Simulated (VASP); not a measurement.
A run of VASP 6.6.1 is set up as follows.

INCAR

```
ALGO = Normal
EDIFF = 1E-6
ENCUT = 500
GGA = PE
GGA_COMPAT = F
ISIF = 2
ISMEAR = 0
LASPH = T
LCHARG = F
LREAL = F
LWAVE = F
NBANDS = 15
NELM = 120
PREC = Accurate
SIGMA = 0.15
```

KPOINTS

```
k-points
0
Gamma
  5 5 5
```

POSCAR

```
CaS
1.0
   -2.0216802309      2.0267262295      2.8617156545
    2.0216802309     -2.0267262295      2.8617156545
    2.0216802309      2.0267262295     -2.8617156545
Ca S
1 1
Direct
    0.5000000000      0.0000000000      0.5000000000
    0.0000000000      0.5000000000      0.5000000000
```

Potentials or basis: VASP PAW PBE potentials, release 64 (Ca_sv, S).

Command:

```console
$ cat potpaw_PBE.64/Ca_sv/POTCAR potpaw_PBE.64/S/POTCAR > POTCAR
$ mpirun -np 1 vasp_std > vasp.out
```

(1) Estimate the band gap on the k mesh.

(2) Estimate the pressure.

## Answers

(1) 2.51 eV, indirect (least direct gap 3.26 eV).

(2) -0.2 GPa.

Caveat: the k points lie up to 0.44 Å⁻¹ apart.
